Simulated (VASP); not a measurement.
# MoS2 in VASP: settings compared, part 2 of 2

VASP 6.6.1. The steps go on from the part before.

## Step 4: Single point, PBE+D3(BJ)

This run uses another cell than the first one.

INCAR

```
  PREC = Accurate
  ENCUT = 520
  EDIFF = 1E-6
  ISMEAR = -1
  SIGMA = 0.05
  LREAL = F
  LASPH = T
  NELM = 100
  ALGO = Normal
  ISIF = 2
  LWAVE = F
  LCHARG = F
  GGA = PE
  IVDW = 12
  NBANDS = 35
```

KPOINTS

```
regular mesh
0
Gamma
  10 10 2
```

POSCAR

```
MoS2
1.0
    3.2469993021      0.0000000000      0.0000000000
   -1.6234996510      2.8119838817      0.0000000000
    0.0000000000      0.0000000000     22.0955550693
Mo S
2 4
Direct
    0.3333333333      0.6666666667      0.8511602300
    0.6666666667      0.3333333333      0.1488397700
    0.6666666667      0.3333333333      0.7796253900
    0.3333333333      0.6666666667      0.0772510000
    0.6666666667      0.3333333333      0.9227490000
    0.3333333333      0.6666666667      0.2203746100
```

Potentials or basis: VASP PAW PBE potentials, release 64 (Mo_sv, S).

Command:

```
> cat potpaw_PBE.64/Mo_sv/POTCAR potpaw_PBE.64/S/POTCAR > POTCAR
> mpirun -np 1 vasp_std > vasp.out
```

OUTCAR:

```text
PREC = Accurate
   ENCUT = 520
   EDIFF = 1E-6
   ISMEAR = -1
   LREAL = F
   LASPH = T
   NELM = 100
   ISIF = 2
   GGA = PE
   IVDW = 12
 IVDW          = 12

 ion  position               nearest neighbor table
   1  0.333  0.667  0.851-   3 2.45   3 2.45   3 2.45   5 2.45   5 2.45   5 2.45
   2  0.667  0.333  0.149-   6 2.45   6 2.45   6 2.45   4 2.45   4 2.45   4 2.45
   3  0.667  0.333  0.780-   1 2.45   1 2.45   1 2.45
   4  0.333  0.667  0.077-   2 2.45   2 2.45   2 2.45
   5  0.667  0.333  0.923-   1 2.45   1 2.45   1 2.45
   6  0.333  0.667  0.220-   2 2.45   2 2.45   2 2.45

  LATTYP: Found a hexagonal cell.
 ALAT       =     3.2469993021
 C/A-ratio  =     6.8049152505

  Lattice vectors:

 A1 = (   3.2469993021,   0.0000000000,   0.0000000000)
 A2 = (  -1.6234996510,   2.8119838817,   0.0000000000)
 A3 = (   0.0000000000,   0.0000000000,  22.0955550693)

Analysis of symmetry for initial positions (statically):
=====================================================================
 Subroutine PRICEL returns:
 Original cell was already a primitive cell.

 Routine SETGRP: Setting up the symmetry group for a
 hexagonal supercell.

 Subroutine GETGRP returns: Found 12 space group operations
 (whereof 12 operations were pure point group operations)
 out of a pool of 24 trial point group operations.

The static configuration has the point symmetry D_3d.

Analysis of symmetry for dynamics (positions and initial velocities):
=====================================================================
 Subroutine PRICEL returns:
 Original cell was already a primitive cell.

 Routine SETGRP: Setting up the symmetry group for a
 hexagonal supercell.

 Subroutine GETGRP returns: Found 12 space group operations
 (whereof 12 operations were pure point group operations)
 out of a pool of 24 trial point group operations.

[... 127 lines left out ...]
     AMIX     =   0.40;   BMIX     =  1.00
     AMIX_MAG =   1.60;   BMIX_MAG =  1.00
  volume/ion in A,a.u.               =      33.62       226.91
  Fermi-wavevector in a.u.,A,eV,Ry     =   1.041860  1.968830 14.768742  1.085472
  Thomas-Fermi vector in A             =   2.176499
   LORBIT       =      0    0 simple, 1 ext, 2 COOP (PROOUT), +10 PAW based schemes
   GGA     = PE    functional components
   LHFCALC =     F    Hartree Fock is set to
   AEXX    =    0.0000 exact exchange contribution
   IVDW    =    12    specifies the selected vdW correction
   LEPSILON=     F    determine dielectric tensor
   LRPA    =     F    only Hartree local field effects (RPA)
 non-spin polarized calculation
  energy-cutoff  :      520.00
  volume of cell :      201.74
 maximum number of plane-waves:      5490
   NGX = 13   NGY = 13   NGZ = 83

 number of electron      52.0000002 magnetization

 Free energy of the ion-electron system (eV)
  ---------------------------------------------------
  ext. energy  EPLUGINS =         0.00000000
  ---------------------------------------------------
  free energy    TOTEN  =       -43.58042920 eV

  energy without entropy =      -43.58042898  energy(sigma->0) =      -43.58042909

 E-fermi :   1.7816     XC(G=0):  -6.4263

 val. band max:        1.1817738881   @ k =   0.0000   0.0000   0.0000
 cond. band min:       2.4919289950   @ k =   0.3000   0.3000   0.0000
 fundamental gap:      1.3101551068
 Fermi energy:         1.7816063766

 k-point     1 :       0.0000    0.0000    0.0000
  band No.  band energies     occupation
      1     -60.0962      2.00000
      2     -60.0962      2.00000
      3     -34.1867      2.00000
      4     -34.1867      2.00000
      5     -34.0425      2.00000
      6     -34.0425      2.00000
[... 901 lines left out ...]
     34       4.9345      0.00000
     35       7.1847      0.00000

 [... further k-points ...]

------------------------ aborting loop because EDIFF is reached ----------------------------------------

 Edisp (eV)   -2.02699

 E8    (eV) :    -0.8462

  FORCE on cell =-STRESS in cart. coord.  units (eV):
  Direction    XX          YY          ZZ          XY          YZ          ZX
  --------------------------------------------------------------------------------------
  -------------------------------------------------------------------------------------
  Total      -6.82180    -6.82180    -5.53068    -0.00000     0.00000    -0.00000
  in kB     -54.17637   -54.17637   -43.92269    -0.00000     0.00000    -0.00000
  external pressure =      -50.76 kB  Pullay stress =        0.00 kB

 VOLUME and BASIS-vectors are now :
 -----------------------------------------------------------------------------
  energy-cutoff  :      520.00
  volume of cell :      201.74
      direct lattice vectors                 reciprocal lattice vectors
     3.246999302  0.000000000  0.000000000     0.307976660  0.177810408  0.000000000
    -1.623499651  2.811983882  0.000000000     0.000000000  0.355620815  0.000000000
     0.000000000  0.000000000 22.095555069     0.000000000  0.000000000  0.045257971

 POSITION                                       TOTAL-FORCE (eV/Angst)
 -----------------------------------------------------------------------------------
     -0.00000      1.87466     18.80686        -0.000000      0.000000      0.053349
      1.62350      0.93733      3.28870         0.000000      0.000000     -0.053349
      1.62350      0.93733     17.22626        -0.000000     -0.000000      0.773701
     -0.00000      1.87466      1.70690         0.000000      0.000000      0.712248
      1.62350      0.93733     20.38865        -0.000000     -0.000000     -0.712248
     -0.00000      1.87466      4.86930         0.000000      0.000000     -0.773701
 -----------------------------------------------------------------------------------
    total drift:                                0.000000     -0.000000      0.000000

  FREE ENERGIE OF THE ION-ELECTRON SYSTEM (eV)
  ---------------------------------------------------
  free  energy   TOTEN  =       -45.6074212598 eV

  energy  without entropy=      -45.6074210393  energy(sigma->0) =      -45.60742115
```

OSZICAR:

```text
N       E                     dE             d eps       ncg     rms          rms(c)
DAV:   1     0.423366104381E+03    0.42337E+03   -0.27718E+04  2304   0.129E+03
DAV:   2    -0.191425071703E+02   -0.44251E+03   -0.42881E+03  2513   0.319E+02
DAV:   3    -0.461243711357E+02   -0.26982E+02   -0.26500E+02  2440   0.708E+01
[... 14 lines left out ...]
DAV:  18    -0.435803634133E+02   -0.46178E-04   -0.86716E-07  1676   0.372E-03    0.262E-03
DAV:  19    -0.435804080595E+02   -0.44646E-04   -0.10335E-06  1643   0.290E-03    0.245E-03
DAV:  20    -0.435804258231E+02   -0.17764E-04   -0.71653E-07  1622   0.286E-03    0.688E-04
DAV:  21    -0.435804286743E+02   -0.28512E-05   -0.12226E-07  1383   0.108E-03    0.351E-04
DAV:  22    -0.435804291964E+02   -0.52218E-06   -0.34241E-08  1237   0.413E-04
   1 F= -.45607421E+02 E0= -.45607421E+02  d E =-.220560E-06
```

stdout:

```text
POSCAR found type information on POSCAR MoS
 POSCAR found :  2 types and       6 ions
 scaLAPACK will be used
 LDA part: xc-table for (Slater+PW92), standard interpolation
 POSCAR, INCAR and KPOINTS ok, starting setup
 FFT: planning ... GRIDC
 FFT: planning ... GRID_SOFT
 FFT: planning ... GRID
 WAVECAR not read
 entering main loop
```

Run time: 2.7 min. Hardware: 1 thread of AMD EPYC 9R45 (Zen 5), shared host; peak memory 0.37 GiB.

What came out:

| Quantity | Value |
| --- | --- |
| Free energy | -45.6074 eV |
| Largest force | 0.774 eV/Å |
| Band gap on the k mesh | 1.31 eV (least direct gap 1.74 eV) |
| Dispersion energy per atom | -0.338 eV |

Forces in eV/Å, atoms in the order of the input:
```
Mo   0.000  0.000  0.053
Mo   0.000  0.000 -0.053
S    0.000  0.000  0.774
S    0.000  0.000  0.712
S    0.000  0.000 -0.712
S    0.000  0.000 -0.774
```

## Step 5: Single point, RPBE+D3(BJ)

This run uses another cell than the first one.

INCAR

```
PREC = Accurate
ENCUT = 520
EDIFF = 1E-6
ISMEAR = -1
SIGMA = 0.05
LREAL = F
LASPH = T
NELM = 100
ALGO = Normal
ISIF = 2
LWAVE = F
LCHARG = T
GGA = RP
IVDW = 12
LELF = T
LVHAR = T
NBANDS = 35
```

KPOINTS

```
Automatic mesh
0
Gamma
  10 10 2
```

POSCAR is that of step 4.

Command:

```
> cat potpaw_PBE.64/Mo_sv/POTCAR potpaw_PBE.64/S/POTCAR > POTCAR
> mpirun -np 1 vasp_std > vasp.out
```

Wall time 2.9 min (1 thread of AMD EPYC 9R45 (Zen 5), shared host); peak memory 0.37 GiB.

It converged, with:

```
Free energy                : -51.4635 eV
Largest force              : 1.404 eV/Å
Band gap on the k mesh     : 1.32 eV (least direct gap 1.74 eV)
Dispersion energy per atom : -1.711 eV
```

Forces in eV/Å, atoms in the order of the input:
```
Mo   0.000  0.000  0.064
Mo   0.000  0.000 -0.064
S    0.000  0.000  1.404
S    0.000  0.000  1.304
S    0.000  0.000 -1.304
S    0.000  0.000 -1.404
```

Levels at points of the mesh, in eV from the valence-band top:
| k point | band 23 | band 24 | band 25 | band 26 | band 27 | band 28 | band 29 | band 30 |
| --- | --- | --- | --- | --- | --- | --- | --- | --- |
| (0.00, 0.00, 0.00) | -1.80 | -1.62 | -0.38 | 0.00 | 2.26 | 2.26 | 2.27 | 2.27 |
| (0.50, 0.00, 0.00) | -1.38 | -1.33 | -0.92 | -0.89 | 1.73 | 1.74 | 2.19 | 2.25 |
| (0.00, 0.00, 0.50) | -1.80 | -1.62 | -0.38 | 0.00 | 2.26 | 2.26 | 2.27 | 2.27 |
| (0.50, 0.00, 0.50) | -1.38 | -1.33 | -0.92 | -0.89 | 1.73 | 1.74 | 2.19 | 2.25 |

Caveat: the PAW data sets were made with another functional, which shifts forces and pressure a little.

## Step 6: Single point, PBEsol+D4

This run uses another cell than the first one.

INCAR

```
  ALGO = Normal
  EDIFF = 1E-6
  ENCUT = 520
  GGA = PS
  ISIF = 2
  ISMEAR = -1
  IVDW = 13
  LASPH = True
  LCHARG = False
  LREAL = False
  LWAVE = False
  NBANDS = 35
  NELM = 100
  PREC = Accurate
  SIGMA = 0.05
```

KPOINTS

```
k-points
0
Gamma
  10 10 2
```

POSCAR

```
MoS2
1.0
    3.1239682703      0.0000000000      0.0000000000
   -1.5619841352      2.7054358827      0.0000000000
    0.0000000000      0.0000000000     21.4488969259
Mo S
2 4
Direct
    0.3333333333      0.6666666667      0.8609370356
    0.6666666667      0.3333333333      0.1390629644
    0.6666666667      0.3333333333      0.7881718637
    0.3333333333      0.6666666667      0.0662710651
    0.6666666667      0.3333333333      0.9337289349
    0.3333333333      0.6666666667      0.2118281363
```

Potentials or basis: VASP PAW PBE potentials, release 64 (Mo_sv, S).

Command:

```
> cat potpaw_PBE.64/Mo_sv/POTCAR potpaw_PBE.64/S/POTCAR > POTCAR
> mpirun -np 1 vasp_std > vasp.out
```

OUTCAR:

```text
EDIFF = 1E-6
   ENCUT = 520
   GGA = PS
   ISIF = 2
   ISMEAR = -1
   IVDW = 13
   LASPH = True
   LREAL = False
   NELM = 100
   PREC = Accurate

 ion  position               nearest neighbor table
   1  0.333  0.667  0.861-   3 2.39   3 2.39   3 2.39   5 2.39   5 2.39   5 2.39
   2  0.667  0.333  0.139-   6 2.39   6 2.39   6 2.39   4 2.39   4 2.39   4 2.39
   3  0.667  0.333  0.788-   1 2.39   1 2.39   1 2.39
   4  0.333  0.667  0.066-   2 2.39   2 2.39   2 2.39
   5  0.667  0.333  0.934-   1 2.39   1 2.39   1 2.39
   6  0.333  0.667  0.212-   2 2.39   2 2.39   2 2.39

  LATTYP: Found a hexagonal cell.
 ALAT       =     3.1239682703
 C/A-ratio  =     6.8659138218

  Lattice vectors:

 A1 = (   3.1239682703,   0.0000000000,   0.0000000000)
 A2 = (  -1.5619841352,   2.7054358827,   0.0000000000)
 A3 = (   0.0000000000,   0.0000000000,  21.4488969259)

Analysis of symmetry for initial positions (statically):
=====================================================================
 Subroutine PRICEL returns:
 Original cell was already a primitive cell.

 Routine SETGRP: Setting up the symmetry group for a
 hexagonal supercell.

 Subroutine GETGRP returns: Found 12 space group operations
 (whereof 12 operations were pure point group operations)
 out of a pool of 24 trial point group operations.

The static configuration has the point symmetry D_3d.

Analysis of symmetry for dynamics (positions and initial velocities):
=====================================================================
 Subroutine PRICEL returns:
 Original cell was already a primitive cell.

 Routine SETGRP: Setting up the symmetry group for a
 hexagonal supercell.

 Subroutine GETGRP returns: Found 12 space group operations
 (whereof 12 operations were pure point group operations)
 out of a pool of 24 trial point group operations.

The dynamic configuration has the point symmetry D_3d.

 Subroutine INISYM returns: Found 12 space group operations
[... 127 lines left out ...]
  Fermi-wavevector in a.u.,A,eV,Ry     =   1.079675  2.040290 15.860283  1.165698
  Thomas-Fermi vector in A             =   2.215646
   LORBIT       =      0    0 simple, 1 ext, 2 COOP (PROOUT), +10 PAW based schemes
   GGA     = PS    functional components
   LHFCALC =     F    Hartree Fock is set to
   AEXX    =    0.0000 exact exchange contribution
   IVDW    =    13    specifies the selected vdW correction
   LEPSILON=     F    determine dielectric tensor
   LRPA    =     F    only Hartree local field effects (RPA)
 non-spin polarized calculation
  energy-cutoff  :      520.00
  volume of cell :      181.28
 maximum number of plane-waves:      4916
 NGX is ok and might be reduce to    24
   NGX = 11   NGY = 11   NGZ = 79

 number of electron      51.9999995 magnetization

 Free energy of the ion-electron system (eV)
  ---------------------------------------------------
  ext. energy  EPLUGINS =         0.00000000
  ---------------------------------------------------
  free energy    TOTEN  =       -46.85443881 eV

  energy without entropy =      -46.85443825  energy(sigma->0) =      -46.85443853

 E-fermi :   2.6486     XC(G=0):  -6.7871

 val. band max:        2.1073521138   @ k =   0.0000   0.0000   0.0000
 cond. band min:       3.2972529653   @ k =   0.2000   0.2000   0.0000
 fundamental gap:      1.1899008514
 Fermi energy:         2.6486320201

 k-point     1 :       0.0000    0.0000    0.0000
  band No.  band energies     occupation
      1     -59.1268      2.00000
      2     -59.1268      2.00000
      3     -33.3517      2.00000
      4     -33.3516      2.00000
      5     -33.0672      2.00000
      6     -33.0672      2.00000
[... 901 lines left out ...]
     34       6.1683      0.00000
     35       8.0817      0.00000

 [... further k-points ...]

------------------------ aborting loop because EDIFF is reached ----------------------------------------

  DFT-D4 for vdW energy calculation

  Edisp (eV):   -1.28612

  FORCE on cell =-STRESS in cart. coord.  units (eV):
  Direction    XX          YY          ZZ          XY          YZ          ZX
  --------------------------------------------------------------------------------------
  -------------------------------------------------------------------------------------
  Total      -0.00480    -0.00480    -0.00123     0.00000     0.00000     0.00000
  in kB      -0.04246    -0.04246    -0.01087     0.00000     0.00000     0.00000
  external pressure =       -0.03 kB  Pullay stress =        0.00 kB

 VOLUME and BASIS-vectors are now :
 -----------------------------------------------------------------------------
  energy-cutoff  :      520.00
  volume of cell :      181.28
      direct lattice vectors                 reciprocal lattice vectors
     3.123968270  0.000000000  0.000000000     0.320105684  0.184813103  0.000000000
    -1.561984135  2.705435883  0.000000000     0.000000000  0.369626206  0.000000000
     0.000000000  0.000000000 21.448896926     0.000000000  0.000000000  0.046622444

 POSITION                                       TOTAL-FORCE (eV/Angst)
 -----------------------------------------------------------------------------------
     -0.00000      1.80362     18.46615        -0.000000      0.000000     -0.004058
      1.56198      0.90181      2.98275        -0.000000     -0.000000      0.004058
      1.56198      0.90181     16.90542         0.000000      0.000000     -0.004807
     -0.00000      1.80362      1.42144         0.000000      0.000000     -0.002389
      1.56198      0.90181     20.02746         0.000000      0.000000      0.002389
     -0.00000      1.80362      4.54348         0.000000     -0.000000      0.004807
 -----------------------------------------------------------------------------------
    total drift:                                0.000000     -0.000000     -0.000000

  FREE ENERGIE OF THE ION-ELECTRON SYSTEM (eV)
  ---------------------------------------------------
  free  energy   TOTEN  =       -48.1405569108 eV

  energy  without entropy=      -48.1405563571  energy(sigma->0) =      -48.14055663
```

OSZICAR:

```text
N       E                     dE             d eps       ncg     rms          rms(c)
DAV:   1     0.449081004041E+03    0.44908E+03   -0.28313E+04  2264   0.131E+03
DAV:   2    -0.225340048906E+02   -0.47162E+03   -0.45762E+03  2506   0.336E+02
DAV:   3    -0.489940590688E+02   -0.26460E+02   -0.25996E+02  2429   0.726E+01
[... 14 lines left out ...]
DAV:  18    -0.468544040377E+02   -0.46325E-04   -0.10883E-06  1713   0.380E-03    0.724E-03
DAV:  19    -0.468544309459E+02   -0.26908E-04   -0.17330E-06  1669   0.593E-03    0.203E-03
DAV:  20    -0.468544355298E+02   -0.45839E-05   -0.13962E-07  1369   0.163E-03    0.147E-03
DAV:  21    -0.468544382588E+02   -0.27290E-05   -0.16197E-07  1369   0.142E-03    0.712E-04
DAV:  22    -0.468544388058E+02   -0.54695E-06   -0.24936E-08  1168   0.693E-04
   1 F= -.48140557E+02 E0= -.48140557E+02  d E =-.553745E-06
```

It took 3.1 min on 1 thread of AMD EPYC 7R13 (Zen 3), shared host; peak memory 0.34 GiB.

What came out:

```
Free energy                : -48.1406 eV
Largest force              : 0.005 eV/Å
Band gap on the k mesh     : 1.19 eV (least direct gap 2.05 eV)
Dispersion energy per atom : -0.214 eV
```

Forces in eV/Å, atoms in the order of the input:
```
Mo   0.000  0.000 -0.004
Mo   0.000  0.000  0.004
S    0.000  0.000 -0.005
S    0.000  0.000 -0.002
S    0.000  0.000  0.002
S    0.000  0.000  0.005
```

Caveat: the PAW data sets were made with another functional, which shifts forces and pressure a little.

## Step 7: Overview

| level | cell | gap on the mesh (eV) | largest force (eV/Å) |
| --- | --- | --- | --- |
| RPBE+D3(BJ) | a = 3.226, b = 3.226, c = 21.956 Å, angles 90.0, 90.0, 120.0°, 6 atoms, atomic positions A | 1.35 | 1.13 |
| PBE | a = 3.226, b = 3.226, c = 21.956 Å, angles 90.0, 90.0, 120.0°, 6 atoms, atomic positions A | 1.34 | 0.44 |
| PBE+D3(BJ) | a = 3.247, b = 3.247, c = 22.096 Å, angles 90.0, 90.0, 120.0°, 6 atoms, atomic positions A | 1.31 | 0.77 |
| RPBE+D3(BJ) | a = 3.247, b = 3.247, c = 22.096 Å, angles 90.0, 90.0, 120.0°, 6 atoms, atomic positions A | 1.32 | 1.40 |
| PBEsol+D4 | a = 3.124, b = 3.124, c = 21.449 Å, angles 90.0, 90.0, 120.0°, 6 atoms, atomic positions B | 1.19 | - |

Alike in all rows: task single point; potentials or basis VASP PAW PBE potentials, release 64 (Mo_sv, S); no spin polarisation; k mesh 10 × 10 × 2; cutoff (eV) 520; smearing fermi-dirac 0.05 eV.

Caveats: the PAW data sets were made with another functional, which shifts forces and pressure a little (at least some runs).

Total energies depend on the potentials used, so only differences within one code and one set of settings carry meaning.
